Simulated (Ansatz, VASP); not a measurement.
## One calculation of LiNbO3, two programs

The input INCAR:

```
PREC = Accurate ; ENCUT = 520
EDIFF = 1E-7 ; ISMEAR = 0
SIGMA = 0.05 ; LREAL = False
LASPH = True ; NELM = 60
ALGO = Normal ; ISIF = 2
LWAVE = False ; LCHARG = False
GGA = PE ; NBANDS = 45
```

Contents of KPOINTS:

```
Automatic mesh
0
Gamma
  6 6 6
```

POSCAR

```
LiNbO3
1.0
    2.6794372435      1.5469738138      4.4523315529
   -2.6794372435      1.5469738138      4.4523315529
    0.0000000000     -3.0939476276      4.4523315529
Li Nb O
2 2 6
Direct
    0.2815913687      0.2815913687      0.2815913687
    0.7815913687      0.7815913687      0.7815913687
    0.0004900497      0.0004900497      0.0004900497
    0.5004900497      0.5004900497      0.5004900497
    0.1104619503      0.3580262714      0.7211003599
    0.7211003599      0.1104619503      0.3580262714
    0.3580262714      0.7211003599      0.1104619503
    0.2211003599      0.8580262714      0.6104619503
    0.8580262714      0.6104619503      0.2211003599
    0.6104619503      0.2211003599      0.8580262714
```

Input for Ansatz:

```yaml
crystal:
  lattice:
    - [2.6794372435, 1.5469738138, 4.4523315529]
    - [-2.6794372435, 1.5469738138, 4.4523315529]
    - [0.0, -3.0939476276, 4.4523315529]
  atoms:
    - { symbol: Li, position: [0.2815913687, 0.2815913687, 0.2815913687] }
    - { symbol: Li, position: [0.7815913687, 0.7815913687, 0.7815913687] }
    - { symbol: Nb, position: [0.0004900497, 0.0004900497, 0.0004900497] }
    - { symbol: Nb, position: [0.5004900497, 0.5004900497, 0.5004900497] }
    - { symbol: O, position: [0.1104619503, 0.3580262714, 0.7211003599] }
    - { symbol: O, position: [0.7211003599, 0.1104619503, 0.3580262714] }
    - { symbol: O, position: [0.3580262714, 0.7211003599, 0.1104619503] }
    - { symbol: O, position: [0.2211003599, 0.8580262714, 0.6104619503] }
    - { symbol: O, position: [0.8580262714, 0.6104619503, 0.2211003599] }
    - { symbol: O, position: [0.6104619503, 0.2211003599, 0.8580262714] }
basis:
  ecutwfc: 520.0
kpoints:
  mp_grid: { grid: [6, 6, 6] }
hamiltonian:
  xc: pbe
  pseudopotentials: { kind: paw, azcp: { folder: soft_1 } }
scf:
  occupations: { method: gaussian, width: 0.05 }
output:
  forces: true
  stress: true
  eigenvalues: true
```

Alike in both runs: task single point; functional PBE; k mesh 6 × 6 × 6; occupations gaussian, width 0.05 eV; no spin polarisation.

|  | VASP | Ansatz |
| --- | --- | --- |
| version | VASP 6.6.1 | Ansatz 0.2.0 |
| potentials or method | VASP PAW PBE potentials, release 64 (Li_sv, Nb_sv, O), cutoff 520 eV | scalar-relativistic, plane waves, PAW |
| valence electrons in the cell | 68 | 68 |

VASP gave:

| Property | Result |
| --- | --- |
| gap on the k mesh at the Fermi level (eV) | 3.35 |
| least direct gap on the mesh (eV) | 3.42 |
| rms of the force components (eV/Å) | 0.223 |

Estimate Ansatz's values.

gap on the k mesh at the Fermi level (eV): 3.36; least direct gap on the mesh (eV): 3.43; rms of the force components (eV/Å): 0.224.

Atom by atom the forces differ by 0.009 eV/Å (rms over components).

Noted on VASP's run: the cutoff is short for stress, so the pressure is rough.
